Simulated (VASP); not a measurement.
Write the native input for VASP 6.6.1 that does the following.

```yaml
Task: single point
Functional: PBE
Potentials_or_basis: VASP PAW PBE potentials, release 64 (Be)
Cutoff: 520 eV
k_mesh: 21 × 21 × 21
Occupations: fermi-dirac, width 0.08 eV
Spin: no spin polarisation
Dipole_correction: no
Further_INCAR_settings: ALGO = Normal; EDIFF = 1e-06; NBANDS = 7
```

The structure of Be lies in POSCAR:

```
Be
1.0
   -1.2546104883      1.2546104883      1.2546104883
    1.2546104883     -1.2546104883      1.2546104883
    1.2546104883      1.2546104883     -1.2546104883
Be
1
Direct
    0.0000000000      0.0000000000      0.0000000000
```

The input as run:

INCAR

```
ALGO     = Normal         # electronic algorithm
EDIFF    = 1E-6           # SCF threshold, eV
ENCUT    = 520            # plane-wave cutoff, eV
GGA      = PE             # functional
ISIF     = 2              # what is computed and relaxed
ISMEAR   = -1             # smearing method
LASPH    = True           # aspherical terms in the spheres
LCHARG   = False          # write CHGCAR
LREAL    = False          # projectors in reciprocal space
LWAVE    = False          # write WAVECAR
NBANDS   = 7              # bands
NELM     = 60             # most SCF steps
PREC     = Accurate       # precision mode
SIGMA    = 0.08           # smearing width, eV
```

KPOINTS

```
k-points
0
Gamma
  21 21 21
```

Potentials or basis: VASP PAW PBE potentials, release 64 (Be).

The run is started by

```console
$ cat potpaw_PBE.64/Be/POTCAR > POTCAR
$ mpirun -np 1 vasp_std > vasp.out
```

It gave:

```json
{
  "Pressure": "-1.1 GPa",
  "Band gap on the k mesh": "zero (band 1 reaches 11.35 eV, above the bottom of band 2 at 6.54 eV)"
}
```

Run time: 4.6 s on 1 thread of Intel(R) Xeon(R) Platinum 8259CL CPU @ 2.50GHz (Skylake/Cascade Lake) (shared host), peak memory 0.12 GiB.
